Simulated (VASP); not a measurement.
A run of VASP 6.6.1 is set up as follows.

Contents of INCAR:

```
  PREC = Accurate
  ENCUT = 600
  EDIFF = 1E-6
  ISMEAR = 0
  SIGMA = 0.02
  LREAL = False
  LASPH = True
  NELM = 200
  ALGO = Normal
  ISIF = 2
  LWAVE = False
  LCHARG = False
  ISPIN = 2
  MAGMOM = 7.55 0
  LORBIT = 11
  LMAXMIX = 6
  LDAU = True
  LDAUTYPE = 2
  LDAUL = 3 -1
  LDAUU = 6 0
  LDAUJ = 0 0
  LDAUPRINT = 1
  GGA = PE
  NBANDS = 22
  GGA_COMPAT = False
```

KPOINTS

```
Automatic mesh
0
Gamma
  8 8 8
```

POSCAR

```
EuS
1.0
    0.0000000000      2.9932267466      2.9932267466
    2.9932267466      0.0000000000      2.9932267466
    2.9932267466      2.9932267466      0.0000000000
Eu S
1 1
Direct
    0.5000000000      0.5000000000      0.5000000000
    0.0000000000      0.0000000000      0.0000000000
```

Potentials or basis: VASP PAW PBE potentials, release 64 (Eu, S).

Command:

```sh
$ cat potpaw_PBE.64/Eu/POTCAR potpaw_PBE.64/S/POTCAR > POTCAR
$ mpirun -np 1 vasp_std > vasp.out
```

Q: Estimate the pressure.

A: 0.3 GPa.

Q: Estimate the band gap on the k mesh.

A: 0.50 eV, indirect (least direct gap 0.77 eV).

Q: What does it give for the site moments?

A: Eu +6.72; S -0.06 μB.

Q: Predict the net moment.

A: 7.00 μB per cell.

Eigenvalues of the final occupation matrices:
| site | spin | trace | eigenvalues |
| --- | --- | --- | --- |
| site 1 f | 1 | 6.83 | 0.97 0.97 0.97 0.98 0.98 0.98 0.98 |
| site 1 f | 2 | 0.01 | 0.00 0.00 0.00 0.00 0.00 0.00 0.00 |

Caveat: spin-orbit coupling is left out, which moves the levels of the heavy elements; a cell with one magnetic atom can't hold antiferromagnetic order, which such compounds often take. The state reached can hang on the start; a lower one may exist.
